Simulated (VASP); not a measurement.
Here is a VASP 6.6.1 calculation.

INCAR

```
SYSTEM = Pd
PREC = Accurate ; ENCUT = 520
EDIFF = 1E-6 ; ISMEAR = -1
SIGMA = 0.05 ; LREAL = .FALSE.
LASPH = .TRUE. ; NELM = 150
ALGO = Normal ; ISIF = 2
LWAVE = .FALSE. ; LCHARG = .FALSE.
ISPIN = 2 ; MAGMOM = 0.5
LORBIT = 11 ; LMAXMIX = 4
GGA = CA ; NBANDS = 15
```

Contents of KPOINTS:

```
Automatic mesh
0
G
  11 11 11
  0 0 0
```

The input POSCAR:

```
Pd
1.0
    0.0000000000      1.9202771092      1.9202771092
    1.9202771092      0.0000000000      1.9202771092
    1.9202771092      1.9202771092      0.0000000000
Pd
1
Direct
    0.0000000000      0.0000000000      0.0000000000
```

Potentials or basis: VASP PAW LDA potentials, release 64 (Pd).

Command:

```sh
$ cat potpaw_LDA.64/Pd/POTCAR > POTCAR
$ mpirun -np 1 vasp_std > vasp.out
```

**Question.** Estimate the net moment.

**Answer.** 0.00 μB per cell.

**Question.** What does it give for the pressure?

**Answer.** 0.6 GPa.

**Question.** Predict the band gap on the k mesh.

**Answer.** Zero (filled and empty bands overlap).
